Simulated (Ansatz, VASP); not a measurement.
# Two plane-wave programs on Ta

```
Ta
1.0
    -1.65128    1.65128    1.65128
     1.65128   -1.65128    1.65128
     3.30256    3.30256    0.00000
Ta
2
Direct
  0.98073 0.01927 0.00000
  0.51927 0.48073 0.50000
```

Change from the starting cell: mode 4 (91.0 1/cm) frozen in, largest displacement +0.090 Å.

Alike in both runs: task single point; functional PBE; k mesh 18 × 18 × 10; occupations gaussian, width 0.15 eV; no spin polarisation.

|  | VASP | Ansatz |
| --- | --- | --- |
| version | VASP 6.6.1 | Ansatz 0.2.0 |
| potentials or method | VASP PAW PBE potentials, release 64 (Ta_pv), cutoff 500 eV | scalar-relativistic, plane waves, PAW |
| valence electrons in the cell | 22 | 26 |

```csv
,VASP,Ansatz,Ansatz less VASP
gap on the k mesh at the Fermi level (eV),none,none,-
pressure (GPa),3.6,3.5,-0.11
rms of the force components (eV/Å),0.277,0.278,+0.0006
```

Atom by atom the forces differ by 0.001 eV/Å (rms over components). A gap of «none» marks a metal or a gap that the smearing closes. VASP's potentials hold 22 valence electrons a cell and Ansatz's 26, so a difference there can come from the potentials and not from the codes.

Spin-orbit coupling is off throughout.
